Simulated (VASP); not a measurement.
# SiC (F-43m) in VASP: settings compared

The runs below take SiC through single point, with r2SCAN+D3(BJ), PBEsol, PBEsol+D3(BJ).

Program: VASP 6.6.1. These are calculated values, not measurements. Logs are shortened: lines on timing, memory, paths and dates and some standing lists are left out, and cuts for length are marked.

**The experiment to reproduce.**

“Insight into the structural, elastic and electronic properties of a new orthorhombic 6O-SiC polytype”, 2020, pmc:7200658 quotes, for a bulk crystal of SiC: band gap 2.4 eV (indirect).

The results are compared with them further down.

## 1. The cell of the first run

Symmetry: F-43m, No. 216, cubic system. The conventional cell has a = 4.329 Å, b = 4.329 Å, c = 4.329 Å, α = 90.00°, β = 90.00°, γ = 90.00°. Si (site symmetry -43m) has 4 C at 1.87 Å within 2.5 Å. C (site symmetry -43m) has 4 Si at 1.87 Å within 2.5 Å.

## 2. Single point, r2SCAN+D3(BJ)

POSCAR reads:

```
SiC
1.0
    0.0000000000      2.1643753983      2.1643753983
    2.1643753983      0.0000000000      2.1643753983
    2.1643753983      2.1643753983      0.0000000000
Si C
1 1
Direct
    0.0000000000      0.0000000000      0.0000000000
    0.7500000000      0.7500000000      0.7500000000
```

INCAR.step1 reads:

```
PREC     = Accurate       # precision mode
ENCUT    = 660            # plane-wave cutoff, eV
ISMEAR   = -1             # smearing method
SIGMA    = 0.05           # smearing width, eV
LREAL    = False          # projectors in reciprocal space
LASPH    = True           # aspherical terms in the spheres
NELM     = 120            # most SCF steps
NBANDS   = 11             # bands
GGA      = PE             # functional
ALGO     = Normal         # electronic algorithm
EDIFF    = 1E-5           # SCF threshold, eV
LWAVE    = True           # write WAVECAR
LCHARG   = False          # write CHGCAR
GGA_COMPAT= False
```

INCAR.step2 reads:

```
PREC     = Accurate       # precision mode
ENCUT    = 660            # plane-wave cutoff, eV
EDIFF    = 1E-6           # SCF threshold, eV
ISMEAR   = -1             # smearing method
SIGMA    = 0.05           # smearing width, eV
LREAL    = False          # projectors in reciprocal space
LASPH    = True           # aspherical terms in the spheres
NELM     = 120            # most SCF steps
ALGO     = Normal         # electronic algorithm
ISIF     = 2              # what is computed and relaxed
LWAVE    = False          # write WAVECAR
LCHARG   = False          # write CHGCAR
METAGGA  = R2SCAN         # meta-GGA
LMIXTAU  = True         
IVDW     = 12             # dispersion correction
VDW_S6   = 1.0          
VDW_S8   = 0.78981345   
VDW_A1   = 0.49484001   
VDW_A2   = 5.73083694   
NBANDS   = 11             # bands
ISTART   = 1            
GGA_COMPAT= False
```

KPOINTS reads:

```
Automatic mesh
0
Gamma
  10 10 10
```

Potentials or basis: VASP PAW PBE potentials, release 64 (Si, C).

On the command line:

```bash
$ cat potpaw_PBE.64/Si/POTCAR potpaw_PBE.64/C/POTCAR > POTCAR
$ cp INCAR.step1 INCAR
$ mpirun -np 1 vasp_std > vasp.out
$ cp INCAR.step2 INCAR
$ mpirun -np 1 vasp_std > vasp.out
```

OUTCAR:

```text
PREC = Accurate
   ENCUT = 660
   EDIFF = 1E-6
   ISMEAR = -1
   LREAL = False
   LASPH = True
   NELM = 120
   ISIF = 2
   METAGGA = R2SCAN
   IVDW = 12
   ISTART = 1
 IVDW          = 12

 ion  position               nearest neighbor table
   1  0.000  0.000  0.000-   2 1.87   2 1.87   2 1.87   2 1.87
   2  0.750  0.750  0.750-   1 1.87   1 1.87   1 1.87   1 1.87

  LATTYP: Found a face centered cubic cell.
 ALAT       =     4.3287507966

  Lattice vectors:

 A1 = (   0.0000000000,   2.1643753983,   2.1643753983)
 A2 = (   2.1643753983,   0.0000000000,   2.1643753983)
 A3 = (   2.1643753983,   2.1643753983,   0.0000000000)

Analysis of symmetry for initial positions (statically):
=====================================================================
 Subroutine PRICEL returns:
 Original cell was already a primitive cell.

 Routine SETGRP: Setting up the symmetry group for a
 face centered cubic supercell.

 Subroutine GETGRP returns: Found 24 space group operations
 (whereof 24 operations were pure point group operations)
 out of a pool of 48 trial point group operations.

The static configuration has the point symmetry T_d .

Analysis of symmetry for dynamics (positions and initial velocities):
=====================================================================
 Subroutine PRICEL returns:
 Original cell was already a primitive cell.

 Routine SETGRP: Setting up the symmetry group for a
 face centered cubic supercell.

 Subroutine GETGRP returns: Found 24 space group operations
 (whereof 24 operations were pure point group operations)
 out of a pool of 48 trial point group operations.

The dynamic configuration has the point symmetry T_d .

 Subroutine INISYM returns: Found 24 space group operations
 (whereof 24 operations are pure point group operations),
 and found     1 'primitive' translations

----------------------------------------------------------------------------------------

                                     Primitive cell

  volume of cell :      20.2781

  direct lattice vectors                    reciprocal lattice vectors
     0.000000000  2.164375398  2.164375398    -0.231013530  0.231013530  0.231013530
     2.164375398  0.000000000  2.164375398     0.231013530 -0.231013530  0.231013530
     2.164375398  2.164375398  0.000000000     0.231013530  0.231013530 -0.231013530

  length of vectors
     3.060889042  3.060889042  3.060889042     0.400127170  0.400127170  0.400127170

  position of ions in fractional coordinates (direct lattice)
     0.000000000  0.000000000  0.000000000
     0.750000000  0.750000000  0.750000000

  ion indices of the primitive-cell ions
   primitive index   ion index
                 1           1
                 2           2

----------------------------------------------------------------------------------------

 KPOINTS: Automatic mesh

Automatic generation of k-mesh.
 Grid dimensions read from file:
 generate k-points for:   10   10   10

 Generating k-lattice:

  Cartesian coordinates                     Fractional coordinates (reciprocal lattice)
    -0.023101353  0.023101353  0.023101353     0.100000000  0.000000000  0.000000000
     0.023101353 -0.023101353  0.023101353     0.000000000  0.100000000  0.000000000
     0.023101353  0.023101353 -0.023101353     0.000000000  0.000000000  0.100000000

  Length of vectors
     0.040012717  0.040012717  0.040012717

  Shift w.r.t. Gamma in fractional coordinates (k-lattice)
     0.000000000  0.000000000  0.000000000

 Subroutine IBZKPT returns following result:
 ===========================================

 Found     47 irreducible k-points:

 Following reciprocal coordinates:
            Coordinates               Weight
  0.000000  0.000000  0.000000      1.000000
  0.100000  0.000000  0.000000      8.000000
  0.200000  0.000000  0.000000      8.000000
  0.300000  0.000000  0.000000      8.000000
  0.400000  0.000000  0.000000      8.000000
  0.500000  0.000000  0.000000      4.000000
[... 16 lines left out ...]
  0.300000  0.300000  0.000000      6.000000
  0.400000  0.300000  0.000000     24.000000
 [... further k-points ...]
   k-points           NKPTS =     47   k-points in BZ     NKDIM =     47   number of bands    NBANDS=     11
   number of dos      NEDOS =    301   number of ions     NIONS =      2
   total plane-waves  NPLWV =  21952
   dimension x,y,z NGX =    28 NGY =   28 NGZ =   28
   dimension x,y,z NGXF=    56 NGYF=   56 NGZF=   56
   ions per type =               1   1
   NGX,Y,Z   is equivalent  to a cutoff of  15.21, 15.21, 15.21 a.u.
   NGXF,Y,Z  is equivalent  to a cutoff of  30.42, 30.42, 30.42 a.u.
 SYSTEM =  unknown system
   PREC   = accura    normal or accurate (medium, high low for compatibility)
   ISTART =      1    job   : 0-new  1-cont  2-samecut
   ICHARG =      0    charge: 1-file 2-atom 10-const
   ISPIN  =      1    spin polarized calculation?
   LNONCOLLINEAR =      F non collinear calculations
   LSORBIT =      F    spin-orbit coupling
   LASPH  =      T    aspherical Exc in radial PAW
   ENCUT  =  660.0 eV  48.51 Ry    6.96 a.u.   6.41  6.41  6.41*2*pi/ulx,y,z
   NELM   =    120;   NELMIN=  2; NELMDL=  0     # of ELM steps
   EDIFF  = 0.1E-05   stopping-criterion for ELM
   LREAL  =      F    real-space projection
   EDIFFG = 0.1E-04   stopping-criterion for IOM
   NSW    =      0    number of steps for IOM
   IBRION =     -1    ionic relax: 0-MD 1-quasi-New 2-CG
   NFREE  =      0    steps in history (QN), initial steepest desc. (CG)
   ISIF   =      2    stress and relaxation
   ISYM   =      2    0-nonsym 1-usesym 2-fastsym
   POTIM  = 0.5000    time-step for ionic-motion
   TEBEG  =    0.0;   TEEND  =   0.0 temperature during run
   PSTRESS=    0.0 pullay stress
   NELECT =       8.0000    total number of electrons
   NUPDOWN=      -1.0000    fix difference up-down
   EMIN   =  10.00;   EMAX   =-10.00  energy-range for DOS
   EFERMI =   0.00;   METHOD = LEGACY
   ISMEAR =    -1;   SIGMA  =   0.05  broadening in eV -4-tet -1-fermi 0-gaus
   EFERMI_NEDOS =   21; number of points for ismear=-14 and -15
   IALGO  =     38    algorithm
   IMIX   =      4    mixing-type and parameters
     AMIX     =   0.40;   BMIX     =  1.00
     AMIX_MAG =   1.60;   BMIX_MAG =  1.00
  volume/ion in A,a.u.               =      10.14        68.42
  Fermi-wavevector in a.u.,A,eV,Ry     =   1.200685  2.268965 19.614748  1.441643
  Thomas-Fermi vector in A             =   2.336514
   LORBIT       =      0    0 simple, 1 ext, 2 COOP (PROOUT), +10 PAW based schemes
   METAGGA = R2SCAN    functional components
   LHFCALC =     F    Hartree Fock is set to
   AEXX    =    0.0000 exact exchange contribution
   IVDW    =    12    specifies the selected vdW correction
   LEPSILON=     F    determine dielectric tensor
   LRPA    =     F    only Hartree local field effects (RPA)
 non-spin polarized calculation
  energy-cutoff  :      660.00
  volume of cell :       20.28
 maximum number of plane-waves:       801
 NGX is ok and might be reduce to    28
   NGX = 13   NGY = 13   NGZ = 13

 number of electron       8.0000000 magnetization

 Free energy of the ion-electron system (eV)
  ---------------------------------------------------
  ext. energy  EPLUGINS =         0.00000000
  ---------------------------------------------------
  free energy    TOTEN  =       -19.32658072 eV

  energy without entropy =      -19.32658072  energy(sigma->0) =      -19.32658072

 E-fermi :   9.0831     XC(G=0): -12.0249

 val. band max:        8.2076483358   @ k =   0.0000   0.0000   0.0000
 cond. band min:       9.9209988078   @ k =   0.5000   0.5000   0.0000
 fundamental gap:      1.7133504721
 Fermi energy:         9.0831318393

 k-point     1 :       0.0000    0.0000    0.0000
  band No.  band energies     occupation
      1      -8.1324      2.00000
      2       8.2076      2.00000
      3       8.2076      2.00000
      4       8.2076      2.00000
      5      15.2971      0.00000
      6      16.2112      0.00000
      7      16.2112      0.00000
      8      16.2112      0.00000
      9      23.5436      0.00000
     10      23.5436      0.00000
     11      26.3072      0.00000

 k-point     2 :       0.1000    0.0000    0.0000
  band No.  band energies     occupation
      1      -7.9269      2.00000
      2       7.1562      2.00000
      3       8.0672      2.00000
      4       8.0672      2.00000
      5      15.5144      0.00000
      6      16.4729      0.00000
      7      16.4729      0.00000
      8      16.5882      0.00000
      9      22.5906      0.00000
     10      22.5906      0.00000
     11      25.7862      0.00000

 k-point     3 :       0.2000    0.0000    0.0000
  band No.  band energies     occupation
      1      -7.3199      2.00000
      2       4.9284      2.00000
      3       7.7442      2.00000
      4       7.7442      2.00000
      5      15.1800      0.00000
      6      16.8480      0.00000
      7      16.8480      0.00000
      8      17.9529      0.00000
      9      21.9228      0.00000
     10      21.9228      0.00000
     11      24.8315      0.00000

 k-point     4 :       0.3000    0.0000    0.0000
  band No.  band energies     occupation
      1      -6.3521      2.00000
      2       2.4943      2.00000
      3       7.4103      2.00000
      4       7.4103      2.00000
      5      14.7643      0.00000
      6      16.6637      0.00000
      7      16.6637      0.00000
      8      19.0005      0.00000
      9      22.8621      0.00000
     10      22.8621      0.00000
     11      24.6137      0.00000
[... 239 lines left out ...]
 k-point    22 :      -0.2000    0.2000    0.0000
  band No.  band energies     occupation
      1      -6.0272      2.00000
      2       3.1605      2.00000
      3       4.8465      2.00000
      4       7.5270      2.00000
      5      15.4727      0.00000
      6      17.0616      0.00000
      7      17.3402      0.00000
      8      18.2972      0.00000
      9      20.4918      0.00000
     10      24.9221      0.00000
     11      28.6971      0.00000

 k-point    23 :       0.3000    0.3000    0.0000
  band No.  band energies     occupation
      1      -5.7472      2.00000
      2       3.6333      2.00000
      3       5.7089      2.00000
      4       5.7089      2.00000
      5      11.8666      0.00000
      6      14.4411      0.00000
      7      20.8085      0.00000
      8      20.8085      0.00000
      9      21.8279      0.00000
     10      26.3377      0.00000
     11      31.3720      0.00000

 k-point    24 :       0.4000    0.3000    0.0000
  band No.  band energies     occupation
      1      -4.8433      2.00000
      2       2.3486      2.00000
      3       4.8966      2.00000
      4       5.4304      2.00000
      5      11.5281      0.00000
      6      14.4632      0.00000
      7      20.9408      0.00000
      8      21.2162      0.00000
      9      23.3082      0.00000
     10      27.4946      0.00000
     11      31.0285      0.00000

 [... further k-points ...]

------------------------ aborting loop because EDIFF is reached ----------------------------------------

 Edisp (eV)   -0.28773

 E8    (eV) :    -0.0818

  FORCE on cell =-STRESS in cart. coord.  units (eV):
  Direction    XX          YY          ZZ          XY          YZ          ZX
  --------------------------------------------------------------------------------------
  -------------------------------------------------------------------------------------
  Total       0.22592     0.22592     0.22592     0.00000    -0.00000    -0.00000
  in kB      17.85018    17.85018    17.85018     0.00000    -0.00000    -0.00000
  external pressure =       17.85 kB  Pullay stress =        0.00 kB

 VOLUME and BASIS-vectors are now :
 -----------------------------------------------------------------------------
  energy-cutoff  :      660.00
  volume of cell :       20.28
      direct lattice vectors                 reciprocal lattice vectors
     0.000000000  2.164375398  2.164375398    -0.231013530  0.231013530  0.231013530
     2.164375398  0.000000000  2.164375398     0.231013530 -0.231013530  0.231013530
     2.164375398  2.164375398  0.000000000     0.231013530  0.231013530 -0.231013530

 POSITION                                       TOTAL-FORCE (eV/Angst)
 -----------------------------------------------------------------------------------
      0.00000      0.00000      0.00000        -0.000000     -0.000000     -0.000000
      3.24656      3.24656      3.24656         0.000000      0.000000      0.000000
 -----------------------------------------------------------------------------------
    total drift:                                0.000000      0.000000      0.000000

  FREE ENERGIE OF THE ION-ELECTRON SYSTEM (eV)
  ---------------------------------------------------
  free  energy   TOTEN  =       -19.6143098474 eV

  energy  without entropy=      -19.6143098468  energy(sigma->0) =      -19.61430985
```

Run time: 62 s. Hardware: 1 thread of AMD EPYC 7R43 (Zen 3), shared host; peak memory 0.14 GiB.

Results:

```yaml
Free_energy: -19.6143 eV
Pressure: 1.8 GPa
Band_gap_on_the_k_mesh: 1.71 eV (least direct gap 5.09 eV)
Dispersion_energy_per_atom: -0.144 eV
```

Caveat: the PAW data sets were made with another functional, which shifts forces and pressure a little. A k mesh can miss the band edges.

## 3. Single point, r2SCAN+D3(BJ)

This run uses another cell than the first one, of 10.35 Å³/atom.

POSCAR reads:

```
SiC
1.0
    0.0000000000      2.1790000000      2.1790000000
    2.1790000000      0.0000000000      2.1790000000
    2.1790000000      2.1790000000      0.0000000000
Si C
1 1
Direct
    0.0000000000      0.0000000000      0.0000000000
    0.7500000000      0.7500000000      0.7500000000
```

INCAR.step1 reads:

```
PREC     = Accurate       # precision mode
ENCUT    = 660            # plane-wave cutoff, eV
ISMEAR   = -1             # smearing method
SIGMA    = 0.05           # smearing width, eV
LREAL    = F              # projectors in reciprocal space
LASPH    = T              # aspherical terms in the spheres
NELM     = 120            # most SCF steps
NBANDS   = 11             # bands
GGA      = PE             # functional
ALGO     = Normal         # electronic algorithm
EDIFF    = 1E-5           # SCF threshold, eV
LWAVE    = T              # write WAVECAR
LCHARG   = F              # write CHGCAR
GGA_COMPAT= F
```

INCAR.step2 reads:

```
PREC     = Accurate       # precision mode
ENCUT    = 660            # plane-wave cutoff, eV
EDIFF    = 1E-6           # SCF threshold, eV
ISMEAR   = -1             # smearing method
SIGMA    = 0.05           # smearing width, eV
LREAL    = F              # projectors in reciprocal space
LASPH    = T              # aspherical terms in the spheres
NELM     = 120            # most SCF steps
ALGO     = Normal         # electronic algorithm
ISIF     = 2              # what is computed and relaxed
LWAVE    = F              # write WAVECAR
LCHARG   = F              # write CHGCAR
METAGGA  = R2SCAN         # meta-GGA
LMIXTAU  = T            
IVDW     = 12             # dispersion correction
VDW_S6   = 1.0          
VDW_S8   = 0.78981345   
VDW_A1   = 0.49484001   
VDW_A2   = 5.73083694   
NBANDS   = 11             # bands
ISTART   = 1            
GGA_COMPAT= F
```

KPOINTS reads:

```
regular mesh
0
Gamma
  10 10 10
```

Potentials or basis: VASP PAW PBE potentials, release 64 (Si, C).

On the command line:

```bash
$ cat potpaw_PBE.64/Si/POTCAR potpaw_PBE.64/C/POTCAR > POTCAR
$ cp INCAR.step1 INCAR
$ mpirun -np 1 vasp_std > vasp.out
$ cp INCAR.step2 INCAR
$ mpirun -np 1 vasp_std > vasp.out
```

Wall time 65 s (1 thread of AMD EPYC 7R43 (Zen 3), shared host); peak memory 0.14 GiB.

Results (log left out):

| Item | Value |
| --- | --- |
| Free energy | -19.6134 eV |
| Pressure | -2.9 GPa |
| Band gap on the k mesh | 1.73 eV (least direct gap 5.06 eV) |
| Dispersion energy per atom | -0.141 eV |

Levels at points of the mesh, in eV from the valence-band top:
```csv
k point,band 2,band 3,band 4,band 5,band 6,band 7
"(0.00, 0.00, 0.00)",0.00,0.00,0.00,6.83,7.85,7.85
"(0.50, 0.00, 0.00)",-8.82,-1.11,-1.11,5.99,7.75,7.75
"(0.50, 0.50, 0.00)",-8.05,-3.33,-3.33,1.73,4.82,15.13
```

Caveat: the PAW data sets were made with another functional, which shifts forces and pressure a little.

(Continued in part 2 of 2.)
